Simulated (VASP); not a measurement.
# CuNiF4 (F-43m) in VASP: notebook

CuNiF4 is run at these levels: PBE; tasks: single point, relaxation of cell and atoms.

Everything below comes from runs of VASP 6.6.1. Logs are shortened: lines on timing, memory, paths and dates and some standing lists are left out, and cuts for length are marked.

**1. The cell of the first run**

It takes space group F-43m (No. 216, cubic). Conventional cell: a = 6.425 Å, b = 6.425 Å, c = 6.425 Å, α = 90.00°, β = 90.00°, γ = 90.00°. Cu (site symmetry -43m) has 12 F at 2.66 Å and 4 Ni at 2.78 Å within 3.5 Å. Ni (site symmetry -43m) has 12 F at 2.66 Å and 4 Cu at 2.78 Å within 3.5 Å. F (site symmetry 3m) has 6 F at 2.27 to 2.28 Å and 3 Ni at 2.66 Å and 3 Cu at 2.66 Å within 3.0 Å.

**2. Single point, PBE, collinear spin, ferromagnetic start**

File INCAR:

```
PREC = Accurate
ENCUT = 520
EDIFF = 1E-7
ISMEAR = 0
SIGMA = 0.1
LREAL = False
LASPH = True
NELM = 150
ALGO = Normal
ISIF = 2
LWAVE = False
LCHARG = True
ISPIN = 2
MAGMOM = 0.15 1.54 0.44 0.44 0.44 0.44
LORBIT = 11
LMAXMIX = 4
GGA = PE
LELF = True
LVHAR = True
NBANDS = 38
```

File KPOINTS:

```
regular mesh
0
Gamma
  6 6 6
```

File POSCAR:

```
CuNiF4
1.0
    0.0000000000      3.2123339786      3.2123339786
    3.2123339786      0.0000000000      3.2123339786
    3.2123339786      3.2123339786      0.0000000000
Cu Ni F
1 1 4
Direct
    0.0000000000      0.0000000000      0.0000000000
    0.7500000000      0.7500000000      0.7500000000
    0.3753023367      0.8740929900      0.3753023367
    0.3753023367      0.3753023367      0.8740929900
    0.3753023367      0.3753023367      0.3753023367
    0.8740929900      0.3753023367      0.3753023367
```

Potentials or basis: VASP PAW PBE potentials, release 64 (Cu, Ni, F).

Started as:

```console
cat potpaw_PBE.64/Cu/POTCAR potpaw_PBE.64/Ni/POTCAR potpaw_PBE.64/F/POTCAR > POTCAR
mpirun -np 1 vasp_std > vasp.out
```

OUTCAR:

```text
PREC = Accurate
   ENCUT = 520
   EDIFF = 1E-7
   ISMEAR = 0
   LREAL = False
   LASPH = True
   NELM = 150
   ISIF = 2
   ISPIN = 2
   LORBIT = 11
   GGA = PE

 ion  position               nearest neighbor table
   1  0.000  0.000  0.000-   2 2.78   2 2.78   2 2.78   2 2.78
   2  0.750  0.750  0.750-   1 2.78   1 2.78   1 2.78   1 2.78
   3  0.375  0.874  0.375-
   4  0.375  0.375  0.874-
   5  0.375  0.375  0.375-
   6  0.874  0.375  0.375-

  LATTYP: Found a face centered cubic cell.
 ALAT       =     6.4246679572

  Lattice vectors:

 A1 = (   0.0000000000,   3.2123339786,   3.2123339786)
 A2 = (   3.2123339786,   0.0000000000,   3.2123339786)
 A3 = (   3.2123339786,   3.2123339786,   0.0000000000)

Analysis of symmetry for initial positions (statically):
=====================================================================
 Subroutine PRICEL returns:
 Original cell was already a primitive cell.

 Routine SETGRP: Setting up the symmetry group for a
 face centered cubic supercell.

 Subroutine GETGRP returns: Found 24 space group operations
 (whereof 24 operations were pure point group operations)
 out of a pool of 48 trial point group operations.

The static configuration has the point symmetry T_d .

Analysis of symmetry for dynamics (positions and initial velocities):
=====================================================================
 Subroutine PRICEL returns:
 Original cell was already a primitive cell.

 Routine SETGRP: Setting up the symmetry group for a
 face centered cubic supercell.

 Subroutine GETGRP returns: Found 24 space group operations
 (whereof 24 operations were pure point group operations)
 out of a pool of 48 trial point group operations.

The dynamic configuration has the point symmetry T_d .

Analysis of structural, dynamic, and magnetic symmetry:
=====================================================================
 Subroutine PRICEL returns:
 Original cell was already a primitive cell.

 Routine SETGRP: Setting up the symmetry group for a
 face centered cubic supercell.

 Subroutine GETGRP returns: Found 24 space group operations
 (whereof 24 operations were pure point group operations)
 out of a pool of 48 trial point group operations.

The overall configuration has the point symmetry T_d .

 Subroutine INISYM returns: Found 24 space group operations
 (whereof 24 operations are pure point group operations),
 and found     1 'primitive' translations

----------------------------------------------------------------------------------------

                                     Primitive cell

  volume of cell :      66.2967

  direct lattice vectors                    reciprocal lattice vectors
     0.000000000  3.212333979  3.212333979    -0.155650067  0.155650067  0.155650067
     3.212333979  0.000000000  3.212333979     0.155650067 -0.155650067  0.155650067
     3.212333979  3.212333979  0.000000000     0.155650067  0.155650067 -0.155650067

  length of vectors
     4.542926279  4.542926279  4.542926279     0.269593825  0.269593825  0.269593825

  position of ions in fractional coordinates (direct lattice)
     0.000000000  0.000000000  0.000000000
     0.750000000  0.750000000  0.750000000
     0.375302337  0.874092990  0.375302337
     0.375302337  0.375302337  0.874092990
     0.375302337  0.375302337  0.375302337
     0.874092990  0.375302337  0.375302337

  ion indices of the primitive-cell ions
   primitive index   ion index
                 1           1
                 2           2
                 3           3
                 4           4
                 5           5
                 6           6

----------------------------------------------------------------------------------------

 KPOINTS: regular mesh

Automatic generation of k-mesh.
 Grid dimensions read from file:
 generate k-points for:    6    6    6

 Generating k-lattice:

  Cartesian coordinates                     Fractional coordinates (reciprocal lattice)
    -0.025941678  0.025941678  0.025941678     0.166666667  0.000000000  0.000000000
     0.025941678 -0.025941678  0.025941678     0.000000000  0.166666667  0.000000000
     0.025941678  0.025941678 -0.025941678     0.000000000  0.000000000  0.166666667

  Length of vectors
     0.044932304  0.044932304  0.044932304

  Shift w.r.t. Gamma in fractional coordinates (k-lattice)
     0.000000000  0.000000000  0.000000000

 Subroutine IBZKPT returns following result:
 ===========================================

 Found     16 irreducible k-points:

 Following reciprocal coordinates:
            Coordinates               Weight
  0.000000  0.000000  0.000000      1.000000
  0.166667  0.000000  0.000000      8.000000
  0.333333  0.000000  0.000000      8.000000
  0.500000  0.000000  0.000000      4.000000
  0.166667  0.166667  0.000000      6.000000
  0.333333  0.166667  0.000000     24.000000
[... 8 lines left out ...]
 -0.333333  0.333333  0.166667     24.000000
[... 69 lines left out ...]

 val. band max:        2.0463223638   @ k =   0.5000   0.3333   0.0000
 cond. band min:       2.0564734240   @ k =   0.3333   0.1667   0.0000
 fundamental gap:      0.0101510603
 Fermi energy:         2.0550929850

 spin component 1

 k-point     1 :       0.0000    0.0000    0.0000
  band No.  band energies     occupation
      1     -20.9371      1.00000
      2     -19.0697      1.00000
      3     -19.0697      1.00000
      4     -19.0697      1.00000
      5      -4.1361      1.00000
      6      -2.8989      1.00000
[... 28 lines left out ...]
     35      20.3999      0.00000
     36      20.3999      0.00000

 k-point     2 :       0.1667    0.0000    0.0000
  band No.  band energies     occupation
      1     -20.8541      1.00000
      2     -19.1807      1.00000
      3     -19.0730      1.00000
      4     -19.0730      1.00000
      5      -3.9352      1.00000
      6      -3.0068      1.00000
[... 28 lines left out ...]
     35      19.5991      0.00000
     36      19.5991      0.00000
[... 505 lines left out ...]
     35      19.3706      0.00000
     36      20.5520      0.00000

 k-point    16 :      -0.3333    0.5000    0.1667
  band No.  band energies     occupation
      1     -20.0810      1.00000
      2     -20.0459      1.00000
      3     -19.1011      1.00000
      4     -19.1009      1.00000
      5      -2.9761      1.00000
      6      -2.9618      1.00000
[... 28 lines left out ...]
     35      20.0560      0.00000
     36      20.0814      0.00000
 Fermi energy:         2.0550929850

 spin component 2

 k-point     1 :       0.0000    0.0000    0.0000
  band No.  band energies     occupation
      1     -20.2602      1.00000
      2     -18.3254      1.00000
      3     -18.3254      1.00000
      4     -18.3254      1.00000
      5      -3.1840      1.00000
      6      -2.4237      1.00000
[... 28 lines left out ...]
     35      20.5414      0.00000
     36      20.5414      0.00000

 k-point     2 :       0.1667    0.0000    0.0000
  band No.  band energies     occupation
      1     -20.1742      1.00000
      2     -18.4411      1.00000
      3     -18.3292      1.00000
      4     -18.3292      1.00000
      5      -2.9877      1.00000
      6      -2.5626      1.00000
[... 28 lines left out ...]
     35      19.7343      0.00000
     36      19.7343      0.00000
[... 505 lines left out ...]
     35      19.5216      0.00000
     36      20.6935      0.00000

 k-point    16 :      -0.3333    0.5000    0.1667
  band No.  band energies     occupation
      1     -19.3727      1.00000
      2     -19.3379      1.00000
      3     -18.3605      1.00000
      4     -18.3603      1.00000
      5      -2.5910      1.00000
      6      -2.5682      1.00000
[... 28 lines left out ...]
     35      20.2148      0.00000
     36      20.2272      0.00000
 [bands above 36 left out]

------------------------ aborting loop because EDIFF is reached ----------------------------------------

  FORCE on cell =-STRESS in cart. coord.  units (eV):
  Direction    XX          YY          ZZ          XY          YZ          ZX
  --------------------------------------------------------------------------------------
  -------------------------------------------------------------------------------------
  Total       -0.2184352     -0.2184352     -0.2184352      0.0000000     -0.0000000      0.0000000
  in kB       -5.2788722     -5.2788722     -5.2788722      0.0000000     -0.0000000      0.0000000
  external PRESSURE =      -5.2788722 kB  Pullay stress =       0.0000000 kB

 VOLUME and BASIS-vectors are now :
 -----------------------------------------------------------------------------
  energy-cutoff  :      520.00
  volume of cell :       66.30
      direct lattice vectors                 reciprocal lattice vectors
     0.000000000  3.212333979  3.212333979    -0.155650067  0.155650067  0.155650067
     3.212333979  0.000000000  3.212333979     0.155650067 -0.155650067  0.155650067
     3.212333979  3.212333979  0.000000000     0.155650067  0.155650067 -0.155650067

 POSITION                                       TOTAL-FORCE (eV/Angst)
 -----------------------------------------------------------------------------------
      0.00000      0.00000      0.00000         0.000000      0.000000      0.000000
      4.81850      4.81850      4.81850         0.000000      0.000000      0.000000
      4.01348      2.41119      4.01348         0.084421     -0.084421      0.084421
      4.01348      4.01348      2.41119         0.084421      0.084421     -0.084421
      2.41119      2.41119      2.41119        -0.084421     -0.084421     -0.084421
      2.41119      4.01348      4.01348        -0.084421      0.084421      0.084421
 -----------------------------------------------------------------------------------
    total drift:                               -0.000001     -0.000001     -0.000001

  FREE ENERGIE OF THE ION-ELECTRON SYSTEM (eV)
  ---------------------------------------------------
  free  energy   TOTEN  =       -16.3319352875 eV

  energy  without entropy=      -16.2651407759  energy(sigma->0) =      -16.29853803

 total charge

# of ion       s       p       d       tot
------------------------------------------
    1        0.195   0.099   9.271   9.565
    2        0.194   0.118   8.220   8.532
    3        1.762   4.177   0.000   5.940
    4        1.762   4.177   0.000   5.940
    5        1.762   4.177   0.000   5.940
    6        1.762   4.177   0.000   5.940
--------------------------------------------------
tot          7.438  16.926  17.491  41.855

 magnetization (x)

# of ion       s       p       d       tot
------------------------------------------
    1       -0.021  -0.006   0.250   0.223
    2       -0.003  -0.005   1.327   1.319
    3        0.001   0.378   0.000   0.380
    4        0.001   0.378   0.000   0.380
    5        0.001   0.378   0.000   0.380
    6        0.001   0.378   0.000   0.380
--------------------------------------------------
tot         -0.020   1.503   1.577   3.061
```

It took 2.4 min on 1 thread of Intel Xeon 6975P-C (Granite Rapids), shared host; peak memory 0.28 GiB.

Results:

```
Free energy                                           : -16.3319 eV
Pressure                                              : -0.5 GPa
Largest force                                         : 0.146 eV/Å
Net moment                                            : 3.11 μB per cell
Site moments                                          : Cu +0.22; Ni +1.32; F +0.38 μB
Valence electrons inside the program's atomic spheres : Cu 9.56; Ni 8.53; F 5.94
```

Forces on the atoms (eV/Å):
```
Cu   0.000  0.000  0.000
Ni   0.000  0.000  0.000
F    0.084 -0.084  0.084
F    0.084  0.084 -0.084
F   -0.084 -0.084 -0.084
F   -0.084  0.084  0.084
```

Caveat: semilocal functionals often make such compounds metallic where correlation or magnetic order opens a gap, which also shifts bond lengths. With open d or f shells a metallic result of PBE can be an artefact of self-interaction; +U or a hybrid may open a gap.

**3. Relaxation of cell and atoms, PBE, collinear spin, ferromagnetic start**

This run uses another cell than the first one, of 10.22 Å³/atom.

File INCAR:

```
PREC = Accurate
ENCUT = 600
EDIFF = 1E-7
ISMEAR = 0
SIGMA = 0.1
LREAL = F
LASPH = T
NELM = 150
ALGO = Normal
ISIF = 3
LWAVE = F
LCHARG = F
ISPIN = 2
MAGMOM = 0.15 1.54 0.44 0.44 0.44 0.44
LORBIT = 11
LMAXMIX = 4
GGA = PE
IBRION = 2
NSW = 90
EDIFFG = -0.04
```

KPOINTS is that of step 2.

File POSCAR:

```
CuNiF4
1.0
    0.0000000000      3.1301369451      3.1301369451
    3.1301369451      0.0000000000      3.1301369451
    3.1301369451      3.1301369451      0.0000000000
Cu Ni F
1 1 4
Direct
    0.0000000000      0.0000000000      0.0000000000
    0.7500000000      0.7500000000      0.7500000000
    0.3750000000      0.8750000000      0.3750000000
    0.3750000000      0.3750000000      0.8750000000
    0.3750000000      0.3750000000      0.3750000000
    0.8750000000      0.3750000000      0.3750000000
```

Potentials or basis: VASP PAW PBE potentials, release 64 (Cu, Ni, F).

Started as:

```console
cat potpaw_PBE.64/Cu/POTCAR potpaw_PBE.64/Ni/POTCAR potpaw_PBE.64/F/POTCAR > POTCAR
mpirun -np 1 vasp_std > vasp.out
```

Run time: 3.2 min. Hardware: 1 thread of Intel Xeon 6975P-C (Granite Rapids), shared host; peak memory 0.28 GiB.

Results (log left out):

```
Free energy                                           : -16.3929 eV
Relaxed volume                                        : 11.06 Å³/atom
Relaxed cell                                          : a = 4.545 Å, b = 4.545 Å, c = 4.545 Å, α = 60.00°, β = 60.00°, γ = 60.00°
Space group after relaxing (to 0.1 Å)                 : F-43m (No. 216)
Energy gained by relaxing                             : 17.3 meV/atom
Ionic steps                                           : 3
Pressure after relaxing                               : 0.0 GPa
Net moment                                            : 0.07 μB per cell
Site moments                                          : Cu -0.01; Ni +1.41; F -0.32 μB
Valence electrons inside the program's atomic spheres : Cu 9.60; Ni 8.49; F 5.94
```

The path:
| step | energy change (eV) | largest force (eV/Å) | pressure (GPa) | volume (Å³) |
| --- | --- | --- | --- | --- |
| 1 | 0.0000 | 0.0775 | 7.15 | 61.34 |
| 2 | -0.1009 | 0.0126 | 1.02 | 65.48 |
| 3 | -0.1036 | 0.0278 | -0.04 | 66.38 |

Final structure:
```
CELL_PARAMETERS angstrom
0.00000 3.21372 3.21372
3.21372 0.00000 3.21372
3.21372 3.21372 0.00000
ATOMIC_POSITIONS crystal
Cu 0.00000 0.00000 0.00000
Ni 0.75000 0.75000 0.75000
F 0.37542 0.87375 0.37542
F 0.37542 0.37542 0.87375
F 0.37542 0.37542 0.37542
F 0.87375 0.37542 0.37542
```

Levels at points of the mesh, in eV from the Fermi level:
Spin up:
| k point | band 21 | band 22 | band 23 | band 24 | band 25 | band 26 | band 27 | band 28 |
| --- | --- | --- | --- | --- | --- | --- | --- | --- |
| (0.00, 0.00, 0.00) | -0.46 | -0.46 | -0.30 | -0.30 | 0.32 | 0.32 | 0.32 | 7.14 |
| (0.50, 0.00, 0.00) | -0.51 | -0.51 | -0.38 | -0.38 | 0.25 | 0.25 | 2.72 | 2.93 |
| (0.50, 0.50, 0.00) | -0.61 | -0.47 | -0.47 | -0.26 | 0.06 | 0.06 | 3.34 | 3.38 |
Spin down:
| k point | band 21 | band 22 | band 23 | band 24 | band 25 | band 26 | band 27 | band 28 |
| --- | --- | --- | --- | --- | --- | --- | --- | --- |
| (0.00, 0.00, 0.00) | -0.36 | -0.36 | -0.24 | -0.24 | -0.24 | 0.17 | 0.17 | 7.29 |
| (0.50, 0.00, 0.00) | -0.49 | -0.49 | -0.32 | -0.32 | 0.12 | 0.12 | 2.73 | 3.09 |
| (0.50, 0.50, 0.00) | -0.60 | -0.34 | -0.27 | -0.27 | -0.12 | 0.17 | 3.31 | 3.53 |

Caveat: semilocal functionals often make such compounds metallic where correlation or magnetic order opens a gap, which also shifts bond lengths. With open d or f shells a metallic result of PBE can be an artefact of self-interaction; +U or a hybrid may open a gap.

**4. Single point, PBE, collinear spin, ferromagnetic start**

This run uses another cell than the first one, of 11.08 Å³/atom.

File INCAR:

```
SYSTEM = CuNiF4
PREC = Accurate ; ENCUT = 520
EDIFF = 1E-6 ; ISMEAR = 0
SIGMA = 0.1 ; LREAL = .FALSE.
LASPH = .TRUE. ; NELM = 150
ALGO = Normal ; ISIF = 2
LWAVE = .FALSE. ; LCHARG = .TRUE.
ISPIN = 2 ; MAGMOM = 0 1.55 0.44 0.44 0.44 0.44
LORBIT = 11 ; LMAXMIX = 4
GGA = PE ; LELF = .TRUE.
LVHAR = .TRUE. ; NBANDS = 38
```

File KPOINTS:

```
regular mesh
0
G
  10 10 10
  0 0 0
```

File POSCAR:

```
CuNiF4
1.0
    0.0000000000      3.2150659187      3.2150659187
    3.2150659187      0.0000000000      3.2150659187
    3.2150659187      3.2150659187      0.0000000000
Cu Ni F
1 1 4
Direct
    0.0000000000      0.0000000000      0.0000000000
    0.2500000000      0.2500000000      0.2500000000
    0.1258918491      0.6247027170      0.6247027170
    0.6247027170      0.6247027170      0.6247027170
    0.6247027170      0.1258918491      0.6247027170
    0.6247027170      0.6247027170      0.1258918491
```

Started as:

```console
cat potpaw_PBE.64/Cu/POTCAR potpaw_PBE.64/Ni/POTCAR potpaw_PBE.64/F/POTCAR > POTCAR
mpirun -np 1 vasp_std > vasp.out
```

It took 5.6 min on 1 thread of Intel Xeon 6975P-C (Granite Rapids), shared host; peak memory 0.36 GiB.

The run converged. Its results:

```yaml
Free_energy: -16.3326 eV
Pressure: -0.8 GPa
Largest_force: 0.143 eV/Å
Net_moment: 3.10 μB per cell
Site_moments: Cu +0.22; Ni +1.32; F +0.38 μB
Valence_electrons_inside_the_program's_atomic_spheres: Cu 9.56; Ni 8.53; F 5.94
```

Forces in eV/Å, atoms in the order of the input:
```
Cu   0.000  0.000  0.000
Ni   0.000  0.000  0.000
F    0.083 -0.083 -0.083
F    0.083  0.083  0.083
F   -0.083  0.083 -0.083
F   -0.083 -0.083  0.083
```

Levels at points of the mesh, in eV from the Fermi level:
Spin up:
```
           k point  band 24  band 25  band 26  band 27  band 28  band 29
(0.00, 0.00, 0.00)    -0.85    -0.75    -0.75    -0.75     7.14     7.14
(0.50, 0.00, 0.00)    -0.95    -0.66    -0.66     2.52     2.88     7.94
(0.50, 0.50, 0.00)    -0.82    -0.82    -0.81     3.14     3.28     7.38
```
Spin down:
```
           k point  band 21  band 22  band 23  band 24  band 25  band 26
(0.00, 0.00, 0.00)    -0.17     0.02     0.02     0.02     0.38     0.38
(0.50, 0.00, 0.00)    -0.36    -0.33     0.07     0.07     0.31     0.31
(0.50, 0.50, 0.00)    -0.15    -0.12    -0.05    -0.05     0.16     0.16
```

Caveat: semilocal functionals often make such compounds metallic where correlation or magnetic order opens a gap, which also shifts bond lengths.

**5. The runs side by side**

| task | cell | k mesh | cutoff (eV) | gap on the mesh (eV) | pressure (GPa) | moment (μB) | largest force (eV/Å) |
| --- | --- | --- | --- | --- | --- | --- | --- |
| single point | a = 4.543 Å, angles 60.0°, 6 atoms | 6 × 6 × 6 | 520 | none | -0.5 | 3.11 | 0.15 |
| relaxation of cell and atoms | relaxed from a = 4.427 Å, angles 60.0°, 6 atoms | 6 × 6 × 6 | 600 | none | 0.0 | 0.07 | - |
| single point | a = 4.547 Å, angles 60.0°, 6 atoms | 10 × 10 × 10 | 520 | none | -0.8 | 3.10 | 0.14 |

Alike in all rows: level PBE; potentials or basis VASP PAW PBE potentials, release 64 (Cu, Ni, F); spin collinear, ferromagnetic start; smearing gaussian 0.1 eV.

Caveats: semilocal functionals often make such compounds metallic where correlation or magnetic order opens a gap, which also shifts bond lengths.

Absolute energies hang on the potentials; compare differences alone.
